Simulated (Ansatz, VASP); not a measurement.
**Two plane-wave programs on ScSi2O3**

```
CELL_PARAMETERS angstrom
2.44323 1.41060 3.56831
-2.44323 1.41060 3.56831
0.00000 -2.82120 3.56831
ATOMIC_POSITIONS crystal
Sc 0.00000 0.00000 0.00000
Si 0.62769 0.62769 0.62769
Si 0.37231 0.37231 0.37231
O 0.00000 0.50000 0.00000
O 0.50000 0.00000 0.00000
O 0.00000 0.00000 0.50000
```

Change from the starting cell: species swapped into the Sm2GeRu3 type (R-3m, No. 166).

Alike in both runs: task single point; functional PBE; k mesh 6 × 6 × 6; occupations gaussian, width 0.1 eV; collinear spin.

|  | VASP | Ansatz |
| --- | --- | --- |
| version | VASP 6.6.1 | Ansatz 0.2.0 |
| potentials or method | VASP PAW PBE potentials, release 64 (Sc_sv, Si, O), cutoff 520 eV | scalar-relativistic, plane waves, PAW |
| valence electrons in the cell | 37 | 37 |

Ansatz gave:

| Property | Result |
| --- | --- |
| gap on the k mesh at the Fermi level (eV) | none |
| pressure (GPa) | -6.0 |
| traceless stress, the component that is largest in VASP (GPa) | -34.27 |
| rms of the force components (eV/Å) | 0.221 |
| net moment per atom (μB) | 0.17 |
| size of the moment on the site where the two differ most (μB) | 0.34 |

Q: Estimate VASP's values.

A: gap on the k mesh at the Fermi level (eV): none; pressure (GPa): -6.1; traceless stress, the component that is largest in VASP (GPa): -36.55; rms of the force components (eV/Å): 0.257; net moment per atom (μB): 0.00; size of the moment on the site where the two differ most (μB): 0.00.

The net moments are unlike, so the other rows may belong to different states. Site moments also hang on the region over which each program counts them. Atom by atom the forces differ by 0.036 eV/Å (rms over components). A gap of «none» marks a metal or a gap that the smearing closes.
